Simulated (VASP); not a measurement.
# Al36H in VASP: single point with PBE+D3(BJ)

Aim: the single point of Al36H with PBE+D3(BJ).

All numbers are computed with VASP 6.6.1; they aren't measurements. Logs are shortened: lines on timing, memory, paths and dates and some standing lists are left out, and cuts for length are marked.

## Step 1: The cell of the first run

The cell holds a slab with vacuum, 37 atoms: a = 5.629 Å, b = 5.629 Å, c = 35.907 Å, α = 90.00°, β = 90.00°, γ = 120.00°.

## Step 2: Single point, PBE+D3(BJ)

Contents of INCAR:

```
  PREC = Accurate
  ENCUT = 520
  EDIFF = 1E-6
  ISMEAR = 0
  SIGMA = 0.1
  LREAL = Auto
  LASPH = T
  NELM = 60
  ALGO = Fast
  ISIF = 2
  LWAVE = F
  LCHARG = F
  LDIPOL = T
  IDIPOL = 3
  DIPOL = 0.5 0.5 0.378
  GGA = PE
  IVDW = 12
  NBANDS = 78
```

Contents of KPOINTS:

```
Automatic mesh
0
Gamma
  6 6 1
```

Contents of POSCAR:

```
Al36H
1.0
    5.6288445219      0.0000000000      0.0000000000
   -2.8144222609      4.8747223499      0.0000000000
    0.0000000000      0.0000000000     35.9073562080
Al H
36 1
Direct
    0.1666666667      0.3333333333      0.1113977865
    0.1666666667      0.8333333333      0.1113977865
    0.6666666667      0.3333333333      0.1113977865
    0.6666666667      0.8333333333      0.1113977865
    0.0000000000      0.0000000000      0.1757372983
    0.0000000000      0.5000000000      0.1757372983
    0.5000000000      0.0000000000      0.1757372983
    0.5000000000      0.5000000000      0.1757372983
    0.3333333333      0.1666666667      0.2400768102
    0.3333333333      0.6666666667      0.2400768102
    0.8333333333      0.1666666667      0.2400768102
    0.8333333333      0.6666666667      0.2400768102
    0.0000000000      0.0000000000      0.3044163221
    0.0000000000      0.5000000000      0.3044163221
    0.5000000000      0.0000000000      0.3044163221
    0.5000000000      0.5000000000      0.3044163221
    0.1666666667      0.3333333333      0.3682539347
    0.1666666667      0.8333333333      0.3682539347
    0.6666666667      0.3333333333      0.3682539347
    0.6666666667      0.8333333333      0.3682539347
    0.0000000000      0.0000000000      0.4320699059
    0.0000000000      0.5000000000      0.4320699059
    0.5000000000      0.0000000000      0.4320699059
    0.5000000000      0.5000000000      0.4320699059
    0.3333333333      0.1666666667      0.4967844642
    0.3333333333      0.6666666667      0.4967844642
    0.8333333333      0.1666666667      0.4967844642
    0.8333333333      0.6666666667      0.4967844642
    0.0000000000      0.0000000000      0.5611166564
    0.0000000000      0.5000000000      0.5611166564
    0.5000000000      0.0000000000      0.5611166564
    0.5000000000      0.5000000000      0.5611166564
    0.1666666667      0.3333333333      0.6268174153
    0.1666666667      0.8333333333      0.6268174153
    0.6666666667      0.3333333333      0.6268174153
    0.6666666667      0.8333333333      0.6268174153
    0.5000000000      0.5000000000      0.7215055338
```

Potentials or basis: VASP PAW PBE potentials, release 64 (Al, H).

Command:

```sh
> cat potpaw_PBE.64/Al/POTCAR potpaw_PBE.64/H/POTCAR > POTCAR
> mpirun -np 1 vasp_std > vasp.out
```

OUTCAR:

```text
PREC = Accurate
   ENCUT = 520
   EDIFF = 1E-6
   ISMEAR = 0
   LREAL = Auto
   LASPH = T
   NELM = 60
   ISIF = 2
   GGA = PE
   IVDW = 12
 IVDW          = 12

 ion  position               nearest neighbor table
   1  0.167  0.333  0.111-   2 2.81   2 2.81   3 2.81   3 2.81   4 2.81   4 2.81   5 2.82   8 2.82
                             6 2.82
   2  0.167  0.833  0.111-   1 2.81   1 2.81   4 2.81   4 2.81   3 2.81   3 2.81   6 2.82   7 2.82
                             5 2.82
   3  0.667  0.333  0.111-   4 2.81   4 2.81   1 2.81   1 2.81   2 2.81   2 2.81   7 2.82   6 2.82
                             8 2.82
   4  0.667  0.833  0.111-   3 2.81   3 2.81   2 2.81   2 2.81   1 2.81   1 2.81   8 2.82   5 2.82
                             7 2.82
   5  0.000  0.000  0.176-   6 2.81   6 2.81   7 2.81   7 2.81   8 2.81   8 2.81   1 2.82   4 2.82
                             2 2.82  12 2.82   9 2.82  11 2.82
   6  0.000  0.500  0.176-   5 2.81   5 2.81   8 2.81   8 2.81   7 2.81   7 2.81   2 2.82   3 2.82
                             1 2.82  11 2.82  10 2.82  12 2.82
   7  0.500  0.000  0.176-   8 2.81   8 2.81   5 2.81   5 2.81   6 2.81   6 2.81   3 2.82   2 2.82
                             4 2.82  10 2.82  11 2.82   9 2.82
   8  0.500  0.500  0.176-   7 2.81   7 2.81   6 2.81   6 2.81   5 2.81   5 2.81   4 2.82   1 2.82
                             3 2.82   9 2.82  12 2.82  10 2.82
   9  0.333  0.167  0.240-  10 2.81  10 2.81  11 2.81  11 2.81  12 2.81  12 2.81  16 2.82   8 2.82
[... 40 lines left out ...]
                            27 2.82  33 2.86  36 2.86  34 2.86
  30  0.000  0.500  0.561-  29 2.81  29 2.81  32 2.81  32 2.81  31 2.81  31 2.81  27 2.82  26 2.82
                            28 2.82  34 2.86  35 2.86  33 2.86
  31  0.500  0.000  0.561-  32 2.81  32 2.81  29 2.81  29 2.81  30 2.81  30 2.81  26 2.82  27 2.82
                            25 2.82  35 2.86  34 2.86  36 2.86
  32  0.500  0.500  0.561-  31 2.81  31 2.81  30 2.81  30 2.81  29 2.81  29 2.81  25 2.82  28 2.82
                            26 2.82  36 2.86  33 2.86  35 2.86
  33  0.167  0.333  0.627-  34 2.81  34 2.81  35 2.81  35 2.81  36 2.81  36 2.81  29 2.86  32 2.86
                            30 2.86
  34  0.167  0.833  0.627-  33 2.81  33 2.81  36 2.81  36 2.81  35 2.81  35 2.81  30 2.86  31 2.86
                            29 2.86
  35  0.667  0.333  0.627-  36 2.81  36 2.81  33 2.81  33 2.81  34 2.81  34 2.81  31 2.86  30 2.86
                            32 2.86
  36  0.667  0.833  0.627-  35 2.81  35 2.81  34 2.81  34 2.81  33 2.81  33 2.81  32 2.86  29 2.86
                            31 2.86
  37  0.500  0.500  0.722-

  LATTYP: Found a hexagonal cell.
 ALAT       =     5.6288445219
 C/A-ratio  =     6.3791700176

  Lattice vectors:

 A1 = (   5.6288445219,   0.0000000000,   0.0000000000)
 A2 = (  -2.8144222609,   4.8747223499,   0.0000000000)
 A3 = (   0.0000000000,   0.0000000000,  35.9073562080)

Analysis of symmetry for initial positions (statically):
[... 199 lines left out ...]
     AMIX_MAG =   1.60;   BMIX_MAG =  1.00
  volume/ion in A,a.u.               =      26.63       179.70
  Fermi-wavevector in a.u.,A,eV,Ry     =   0.785898  1.485132  8.403442  0.617636
  Thomas-Fermi vector in A             =   1.890327
   LORBIT       =      0    0 simple, 1 ext, 2 COOP (PROOUT), +10 PAW based schemes
   GGA     = PE    functional components
   LHFCALC =     F    Hartree Fock is set to
   AEXX    =    0.0000 exact exchange contribution
   IVDW    =    12    specifies the selected vdW correction
   LEPSILON=     F    determine dielectric tensor
   LRPA    =     F    only Hartree local field effects (RPA)
 non-spin polarized calculation
 RMM-DIIS sequential band-by-band and
 Gauss-broadening in eV      SIGMA  =   0.10
  energy-cutoff  :      520.00
  volume of cell :      985.26
 maximum number of plane-waves:     26641
 NGX is ok and might be reduce to    42
   NGX = 21   NGY = 21   NGZ =133

 dipolmoment           0.000000      0.000000     -0.254006 electrons x Angstroem

 number of electron     109.0000001 magnetization

 dipolmoment           0.000000      0.000000      0.325535 electrons x Angstroem

 Free energy of the ion-electron system (eV)
  ---------------------------------------------------
  ext. energy  EPLUGINS =         0.00000000
  ---------------------------------------------------
  free energy    TOTEN  =      -132.19104128 eV

  energy without entropy =     -132.09248493  energy(sigma->0) =     -132.14176310

 E-fermi :   2.8013     XC(G=0):  -6.6762

 val. band max:        2.7967118858   @ k =   0.1667   0.0000   0.0000
 cond. band min:       2.8423928223   @ k =   0.3333   0.0000   0.0000
 fundamental gap:      0.0456809366
 Fermi energy:         2.8012552910

 k-point     1 :       0.0000    0.0000    0.0000
  band No.  band energies     occupation
      1      -8.5034      2.00000
      2      -8.2389      2.00000
      3      -7.8528      2.00000
      4      -7.2999      2.00000
      5      -6.6209      2.00000
      6      -5.8067      2.00000
[... 472 lines left out ...]
     65       5.4148      0.00000
     66       5.4155      0.00000
 [bands above 66 left out]

------------------------ aborting loop because EDIFF is reached ----------------------------------------

 vacuum level on the upper side and lower side of the slab       (xc-potential included)         0.930        -1.173

 Edisp (eV)  -11.25021

 E8    (eV) :    -5.0996

  FORCE on cell =-STRESS in cart. coord.  units (eV):
  Direction    XX          YY          ZZ          XY          YZ          ZX
  --------------------------------------------------------------------------------------
  -------------------------------------------------------------------------------------
  Total      -3.92392    -3.92392    -1.09967    -0.00000    -0.00000     0.00000
  in kB      -6.38084    -6.38084    -1.78822    -0.00000    -0.00000     0.00000
  external pressure =       -4.85 kB  Pullay stress =        0.00 kB

 VOLUME and BASIS-vectors are now :
 -----------------------------------------------------------------------------
  energy-cutoff  :      520.00
  volume of cell :      985.26
      direct lattice vectors                 reciprocal lattice vectors
     5.628844522  0.000000000  0.000000000     0.177656355  0.102569944  0.000000000
    -2.814422261  4.874722350  0.000000000     0.000000000  0.205139889  0.000000000
     0.000000000  0.000000000 35.907356208     0.000000000  0.000000000  0.027849447

 POSITION                                       TOTAL-FORCE (eV/Angst)
 -----------------------------------------------------------------------------------
      0.00000      1.62491      4.00000         0.020405      0.011781     -0.110763
     -1.40721      4.06227      4.00000        -0.000000      0.000000     -0.112884
      2.81442      1.62491      4.00000        -0.020405      0.011781     -0.110763
      1.40721      4.06227      4.00000        -0.000000     -0.023561     -0.110763
      0.00000      0.00000      6.31026        -0.001117      0.000645      0.125175
     -1.40721      2.43736      6.31026        -0.000000     -0.001290      0.125175
[... 29 lines left out ...]
      1.40721      4.06227     22.50736        -0.000000     -0.046017      0.208895
      1.40721      2.43736     25.90736        -0.000000      0.000000     -0.631604
 -----------------------------------------------------------------------------------
    total drift:                               -0.000000      0.000000     -0.028711

  FREE ENERGIE OF THE ION-ELECTRON SYSTEM (eV)
  ---------------------------------------------------
  free  energy   TOTEN  =      -143.4412493563 eV

  energy  without entropy=     -143.3426930141  energy(sigma->0) =     -143.39197119

 vacuum level on the upper side and lower side of the slab         8.917         6.783
```

OSZICAR:

```text
N       E                     dE             d eps       ncg     rms          rms(c)
DAV:   1     0.298566482886E+03    0.29857E+03   -0.36491E+04  1092   0.107E+03
DAV:   2    -0.108982278570E+03   -0.40755E+03   -0.38156E+03  1328   0.171E+02
DAV:   3    -0.134634984670E+03   -0.25653E+02   -0.24483E+02  1488   0.387E+01
[... 23 lines left out ...]
RMM:  27    -0.132191035749E+03   -0.24218E-05   -0.77444E-07   778   0.283E-03    0.172E-03
RMM:  28    -0.132191038122E+03   -0.23734E-05   -0.28116E-07   668   0.195E-03    0.168E-03
RMM:  29    -0.132191039810E+03   -0.16886E-05   -0.15678E-07   563   0.156E-03    0.198E-03
RMM:  30    -0.132191040854E+03   -0.10433E-05   -0.12471E-07   486   0.134E-03    0.113E-03
RMM:  31    -0.132191041275E+03   -0.42150E-06   -0.47911E-08   351   0.116E-03
   1 F= -.14344125E+03 E0= -.14339197E+03  d E =-.985563E-01
```

Wall time 43 min (1 thread of Oxide Virtual Turin-like, shared host); peak memory 1.1 GiB.

Results:

| Quantity | Value |
| --- | --- |
| Free energy | -143.4412 eV |
| Largest force | 0.632 eV/Å |
| Band gap on the k mesh | zero (an odd number of electrons rules out a gap without spin polarisation) |
| Dispersion energy per atom | -0.304 eV |

Forces in eV/Å, atoms in the order of the input:
```
Al   0.020  0.012 -0.111
Al   0.000  0.000 -0.113
Al  -0.020  0.012 -0.111
Al   0.000 -0.024 -0.111
Al  -0.001  0.001  0.125
Al   0.000 -0.001  0.125
Al   0.001  0.001  0.125
Al   0.000  0.000  0.097
Al   0.000  0.025 -0.024
Al   0.022 -0.013 -0.024
Al   0.000  0.000 -0.028
Al  -0.022 -0.013 -0.024
Al   0.006 -0.003  0.013
Al   0.000  0.006  0.013
Al  -0.006 -0.003  0.013
Al   0.000  0.000  0.050
Al   0.017  0.010 -0.001
Al   0.000  0.000  0.000
Al  -0.017  0.010 -0.001
Al   0.000 -0.020 -0.001
Al   0.008 -0.004  0.015
Al   0.000  0.009  0.015
Al  -0.008 -0.004  0.015
Al   0.000  0.000 -0.012
Al   0.000  0.002 -0.016
Al   0.002 -0.001 -0.016
Al   0.000  0.000  0.013
Al  -0.002 -0.001 -0.016
Al  -0.014  0.008 -0.018
Al   0.000 -0.016 -0.018
Al   0.014  0.008 -0.018
Al   0.000  0.000  0.028
Al   0.040  0.023  0.209
Al   0.000  0.000  0.019
Al  -0.040  0.023  0.209
Al   0.000 -0.046  0.209
H    0.000  0.000 -0.632
```

The gap in the log of VASP goes by the Fermi energy; the results here count the filled bands.